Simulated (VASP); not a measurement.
A run of VASP 6.6.1:

Contents of INCAR:

```
PREC = Accurate ; ENCUT = 520
EDIFF = 1E-6 ; ISMEAR = 0
SIGMA = 0.15 ; LREAL = False
LASPH = True ; NELM = 100
ALGO = Fast ; ISIF = 2
LWAVE = False ; LCHARG = True
GGA = PE ; LELF = True
LVHAR = True ; NBANDS = 16
```

Contents of KPOINTS:

```
Automatic mesh
0
Gamma
  16 16 16
```

File POSCAR:

```
AlRu
1.0
    3.0514320000      0.0000000000      0.0000000000
    0.0000000000      2.9916000000      0.0000000000
    0.0000000000      0.0000000000      2.9916000000
Al Ru
1 1
Direct
    0.0000000000      0.0000000000      0.0000000000
    0.5000000000      0.5000000000      0.5000000000
```

Potentials or basis: VASP PAW PBE potentials, release 64 (Al, Ru_pv).

Launch:

```bash
$ cat potpaw_PBE.64/Al/POTCAR potpaw_PBE.64/Ru_pv/POTCAR > POTCAR
$ mpirun -np 1 vasp_std > vasp.out
```

Hardware: 1 thread of Intel(R) Xeon(R) Platinum 8375C CPU @ 2.90GHz (Ice Lake), with other jobs on the host.

Question: How long does it take, and how much memory?

Answer: Wall time 61 s on 1 thread of Intel(R) Xeon(R) Platinum 8375C CPU @ 2.90GHz (Ice Lake) (shared host), peak memory 0.27 GiB. Counts: scf iterations 12, k points 405.
